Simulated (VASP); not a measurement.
# Mg (P6_3/mmc) in VASP: a series of runs

Runs on Mg. Level: LDA. Tasks: single point.

Program: VASP 6.6.1. These are calculated values, not measurements. Logs are shortened: lines on timing, memory, paths and dates and some standing lists are left out, and cuts for length are marked.

## (1) The cell of the first run

The structure is hexagonal, space group P6_3/mmc (No. 194). Conventional cell: a = 2.619 Å, b = 2.619 Å, c = 4.288 Å, α = 90.00°, β = 90.00°, γ = 120.00°. Within 3.5 Å of Mg (site symmetry -6m2) lie 12 Mg at 2.62 Å.

## (2) Single point, LDA

Input file INCAR:

```
  ALGO = Normal
  EDIFF = 1E-6
  ENCUT = 600
  GGA_COMPAT = F
  ISIF = 2
  ISMEAR = 0
  LASPH = T
  LCHARG = F
  LREAL = F
  LWAVE = F
  NBANDS = 9
  NELM = 120
  PREC = Accurate
  SIGMA = 0.05
```

Input file KPOINTS:

```
k-points
0
Gamma
  6 6 4
```

Input file POSCAR:

```
Mg
1.0
    2.6194185079      0.0000000000      0.0000000000
   -1.3097092539      2.2684829709      0.0000000000
    0.0000000000      0.0000000000      4.2875137483
Mg
2
Direct
    0.3333333333      0.6666666667      0.2500000000
    0.6666666667      0.3333333333      0.7500000000
```

Potentials or basis: VASP PAW LDA potentials, release 64 (Mg).

Command:

```
$ cat potpaw_LDA.64/Mg/POTCAR > POTCAR
$ mpirun -np 1 vasp_std > vasp.out
```

OUTCAR:

```text
EDIFF = 1E-6
   ENCUT = 600
   ISIF = 2
   ISMEAR = 0
   LASPH = T
   LREAL = F
   NELM = 120
   PREC = Accurate

 ion  position               nearest neighbor table
   1  0.333  0.667  0.250-   2 2.62   2 2.62   2 2.62   2 2.62   2 2.62   2 2.62
   2  0.667  0.333  0.750-   1 2.62   1 2.62   1 2.62   1 2.62   1 2.62   1 2.62

  LATTYP: Found a hexagonal cell.
 ALAT       =     2.6194185079
 C/A-ratio  =     1.6368189105

  Lattice vectors:

 A1 = (   2.6194185079,   0.0000000000,   0.0000000000)
 A2 = (  -1.3097092539,   2.2684829709,   0.0000000000)
 A3 = (   0.0000000000,   0.0000000000,   4.2875137483)

Analysis of symmetry for initial positions (statically):
=====================================================================
 Subroutine PRICEL returns:
 Original cell was already a primitive cell.

 Routine SETGRP: Setting up the symmetry group for a
 hexagonal supercell.

 Subroutine GETGRP returns: Found 24 space group operations
 (whereof 12 operations were pure point group operations)
 out of a pool of 24 trial point group operations.

The static configuration has the point symmetry D_3d.
 The point group associated with its full space group is D_6h.

Analysis of symmetry for dynamics (positions and initial velocities):
=====================================================================
 Subroutine PRICEL returns:
 Original cell was already a primitive cell.

 Routine SETGRP: Setting up the symmetry group for a
 hexagonal supercell.

 Subroutine GETGRP returns: Found 24 space group operations
 (whereof 12 operations were pure point group operations)
 out of a pool of 24 trial point group operations.

The dynamic configuration has the point symmetry D_3d.
 The point group associated with its full space group is D_6h.

 Subroutine INISYM returns: Found 24 space group operations
 (whereof 12 operations are pure point group operations),
 and found     1 'primitive' translations

----------------------------------------------------------------------------------------

                                     Primitive cell

  volume of cell :      25.4769

  direct lattice vectors                    reciprocal lattice vectors
     2.619418508  0.000000000  0.000000000     0.381764119  0.220411617  0.000000000
    -1.309709254  2.268482971  0.000000000     0.000000000  0.440823234  0.000000000
     0.000000000  0.000000000  4.287513748     0.000000000  0.000000000  0.233235404

  length of vectors
     2.619418508  2.619418508  4.287513748     0.440823234  0.440823234  0.233235404

  position of ions in fractional coordinates (direct lattice)
     0.333333333  0.666666667  0.250000000
     0.666666667  0.333333333  0.750000000

  ion indices of the primitive-cell ions
   primitive index   ion index
                 1           1
                 2           2

----------------------------------------------------------------------------------------

 KPOINTS: k-points

Automatic generation of k-mesh.
 Grid dimensions read from file:
 generate k-points for:    6    6    4

 Generating k-lattice:

  Cartesian coordinates                     Fractional coordinates (reciprocal lattice)
     0.063627353  0.036735270  0.000000000     0.166666667  0.000000000  0.000000000
     0.000000000  0.073470539  0.000000000     0.000000000  0.166666667  0.000000000
     0.000000000  0.000000000  0.058308851     0.000000000  0.000000000  0.250000000

  Length of vectors
     0.073470539  0.073470539  0.058308851

  Shift w.r.t. Gamma in fractional coordinates (k-lattice)
     0.000000000  0.000000000  0.000000000

 Subroutine IBZKPT returns following result:
 ===========================================

 Found     21 irreducible k-points:

 Following reciprocal coordinates:
            Coordinates               Weight
  0.000000  0.000000  0.000000      1.000000
  0.166667 -0.000000  0.000000      6.000000
  0.333333  0.000000  0.000000      6.000000
  0.500000  0.000000  0.000000      3.000000
  0.166667  0.166667  0.000000      6.000000
  0.333333  0.166667  0.000000     12.000000
[... 13 lines left out ...]
  0.333333  0.166667  0.500000     12.000000
  0.333333  0.333333  0.500000      2.000000
   k-points           NKPTS =     21   k-points in BZ     NKDIM =     21   number of bands    NBANDS=      9
   number of dos      NEDOS =    301   number of ions     NIONS =      2
   total plane-waves  NPLWV =  20736
   dimension x,y,z NGX =    24 NGY =   24 NGZ =   36
   dimension x,y,z NGXF=    48 NGYF=   48 NGZF=   72
   ions per type =               2
   NGX,Y,Z   is equivalent  to a cutoff of  15.23, 15.23, 13.96 a.u.
   NGXF,Y,Z  is equivalent  to a cutoff of  30.46, 30.46, 27.92 a.u.
 SYSTEM =  unknown system
   PREC   = accura    normal or accurate (medium, high low for compatibility)
   ISTART =      0    job   : 0-new  1-cont  2-samecut
   ICHARG =      2    charge: 1-file 2-atom 10-const
   ISPIN  =      1    spin polarized calculation?
   LNONCOLLINEAR =      F non collinear calculations
   LSORBIT =      F    spin-orbit coupling
   LASPH  =      T    aspherical Exc in radial PAW
   ENCUT  =  600.0 eV  44.10 Ry    6.64 a.u.   5.23  5.23  8.56*2*pi/ulx,y,z
   NELM   =    120;   NELMIN=  2; NELMDL= -5     # of ELM steps
   EDIFF  = 0.1E-05   stopping-criterion for ELM
   LREAL  =      F    real-space projection
   EDIFFG = 0.1E-04   stopping-criterion for IOM
   NSW    =      0    number of steps for IOM
   IBRION =     -1    ionic relax: 0-MD 1-quasi-New 2-CG
   NFREE  =      0    steps in history (QN), initial steepest desc. (CG)
   ISIF   =      2    stress and relaxation
   ISYM   =      2    0-nonsym 1-usesym 2-fastsym
   POTIM  = 0.5000    time-step for ionic-motion
   TEBEG  =    0.0;   TEEND  =   0.0 temperature during run
   PSTRESS=    0.0 pullay stress
   NELECT =       4.0000    total number of electrons
   NUPDOWN=      -1.0000    fix difference up-down
   EMIN   =  10.00;   EMAX   =-10.00  energy-range for DOS
   EFERMI =   0.00;   METHOD = LEGACY
   ISMEAR =     0;   SIGMA  =   0.05  broadening in eV -4-tet -1-fermi 0-gaus
   EFERMI_NEDOS =   21; number of points for ismear=-14 and -15
   IALGO  =     38    algorithm
   IMIX   =      4    mixing-type and parameters
     AMIX     =   0.40;   BMIX     =  1.00
     AMIX_MAG =   1.60;   BMIX_MAG =  1.00
  volume/ion in A,a.u.               =      12.74        85.96
  Fermi-wavevector in a.u.,A,eV,Ry     =   0.883174  1.668956 10.612490  0.779996
  Thomas-Fermi vector in A             =   2.003904
   LORBIT       =      0    0 simple, 1 ext, 2 COOP (PROOUT), +10 PAW based schemes
   GGA     = CA    functional components
   LHFCALC =     F    Hartree Fock is set to
   AEXX    =    0.0000 exact exchange contribution
   IVDW    =     0    specifies the selected vdW correction
   LEPSILON=     F    determine dielectric tensor
   LRPA    =     F    only Hartree local field effects (RPA)
 non-spin polarized calculation
 Gauss-broadening in eV      SIGMA  =   0.05
  energy-cutoff  :      600.00
  volume of cell :       25.48
 maximum number of plane-waves:       859
 NGX is ok and might be reduce to    24
   NGX = 11   NGY = 11   NGZ = 17

 number of electron       4.0000000 magnetization

 Free energy of the ion-electron system (eV)
  ---------------------------------------------------
  ext. energy  EPLUGINS =         0.00000000
  ---------------------------------------------------
  free energy    TOTEN  =        -1.42191933 eV

  energy without entropy =       -1.41854507  energy(sigma->0) =       -1.42023220

 E-fermi :   6.1996     XC(G=0): -10.8003

 val. band max:        6.1702364397   @ k =   0.3333   0.3333   0.2500
 cond. band min:       6.2097991977   @ k =   0.3333   0.1667   0.0000
 fundamental gap:      0.0395627580
 Fermi energy:         6.1995609358

 k-point     1 :       0.0000    0.0000    0.0000
  band No.  band energies     occupation
      1      -3.4007      2.00000
      2       3.7190      2.00000
      3       5.0721      2.00000
      4      21.1782      0.00000
      5      21.1782      0.00000
      6      21.9685      0.00000
      7      22.6598      0.00000
      8      22.6598      0.00000
      9      26.1451      0.00000

 k-point     2 :       0.1667   -0.0000    0.0000
  band No.  band energies     occupation
      1      -2.5866      2.00000
      2       4.3798      2.00000
      3       5.8053      2.00000
      4      15.1136      0.00000
      5      19.0026      0.00000
      6      19.2655      0.00000
      7      21.0787      0.00000
      8      23.6294      0.00000
      9      24.2481      0.00000

 k-point     3 :       0.3333    0.0000    0.0000
  band No.  band energies     occupation
      1      -0.2196      2.00000
      2       6.3871      0.00000
      3       7.1967      0.00000
      4       9.7458      0.00000
      5      14.7611      0.00000
      6      15.0138      0.00000
      7      17.7440      0.00000
      8      21.9505      0.00000
      9      22.2185      0.00000

 k-point     4 :       0.5000    0.0000    0.0000
  band No.  band energies     occupation
      1       3.2285      2.00000
      2       3.7851      2.00000
      3       9.4924      0.00000
      4      10.1758      0.00000
      5      11.3077      0.00000
      6      11.7214      0.00000
      7      17.2339      0.00000
      8      21.0337      0.00000
      9      21.1688      0.00000
[... 169 lines left out ...]
 k-point    19 :       0.1667    0.1667    0.5000
  band No.  band energies     occupation
      1       0.9380      2.00000
      2       0.9380      2.00000
      3      12.7801      0.00000
      4      12.7801      0.00000
      5      13.8531      0.00000
      6      13.8531      0.00000
      7      17.9528      0.00000
      8      17.9528      0.00000
      9      26.3266      0.00000

 k-point    20 :       0.3333    0.1667    0.5000
  band No.  band energies     occupation
      1       3.8336      2.00000
      2       3.8336      2.00000
      3       8.2081      0.00000
      4       8.2081      0.00000
      5      12.8437      0.00000
      6      12.8437      0.00000
      7      19.2648      0.00000
      8      19.2648      0.00000
      9      22.8876      0.00000

 k-point    21 :       0.3333    0.3333    0.5000
  band No.  band energies     occupation
      1       6.6254      0.00000
      2       6.6254      0.00000
      3       6.7897      0.00000
      4       6.7897      0.00000
      5       9.7172      0.00000
      6       9.7172      0.00000
      7      21.2071      0.00000
      8      21.2071      0.00000
      9      23.2718      0.00000

------------------------ aborting loop because EDIFF is reached ----------------------------------------

  FORCE on cell =-STRESS in cart. coord.  units (eV):
  Direction    XX          YY          ZZ          XY          YZ          ZX
  --------------------------------------------------------------------------------------
  -------------------------------------------------------------------------------------
  Total        9.5711738      9.5711738      9.5695848      0.0000000     -0.0000000      0.0000000
  in kB      601.9076250    601.9076250    601.8076981      0.0000000     -0.0000000      0.0000000
  external PRESSURE =     601.8743160 kB  Pullay stress =       0.0000000 kB

 VOLUME and BASIS-vectors are now :
 -----------------------------------------------------------------------------
  energy-cutoff  :      600.00
  volume of cell :       25.48
      direct lattice vectors                 reciprocal lattice vectors
     2.619418508  0.000000000  0.000000000     0.381764119  0.220411617  0.000000000
    -1.309709254  2.268482971  0.000000000     0.000000000  0.440823234  0.000000000
     0.000000000  0.000000000  4.287513748     0.000000000  0.000000000  0.233235404

 POSITION                                       TOTAL-FORCE (eV/Angst)
 -----------------------------------------------------------------------------------
     -0.00000      1.51232      1.07188        -0.000000      0.000000     -0.000000
      1.30971      0.75616      3.21564         0.000000     -0.000000      0.000000
 -----------------------------------------------------------------------------------
    total drift:                                0.000000     -0.000000      0.000000

  FREE ENERGIE OF THE ION-ELECTRON SYSTEM (eV)
  ---------------------------------------------------
  free  energy   TOTEN  =        -1.4219193324 eV

  energy  without entropy=       -1.4185450717  energy(sigma->0) =       -1.42023220
```

Run time: 4.1 s. Hardware: 1 thread of Intel Xeon Platinum 8488C (Sapphire Rapids), shared host; peak memory 0.13 GiB.

What came out:

```
Free energy            : -1.4219 eV
Pressure               : 60.2 GPa
Band gap on the k mesh : zero (band 2 reaches 6.63 eV, above the bottom of band 3 at 5.07 eV)
```

Levels at points of the mesh, in eV from the Fermi level:
| k point | band 1 | band 2 | band 3 | band 4 | band 5 |
| --- | --- | --- | --- | --- | --- |
| (0.00, 0.00, 0.00) | -9.60 | -2.48 | -1.13 | 14.98 | 14.98 |
| (0.50, 0.00, 0.00) | -2.97 | -2.41 | 3.29 | 3.98 | 5.11 |
| (0.00, 0.00, 0.50) | -7.57 | -7.57 | 7.03 | 7.03 | 15.77 |
| (0.50, 0.00, 0.50) | -1.47 | -1.47 | -0.11 | -0.11 | 10.25 |

Caveat: the k points lie up to 0.46 Å⁻¹ apart.

(Continued in part 2 of 2.)
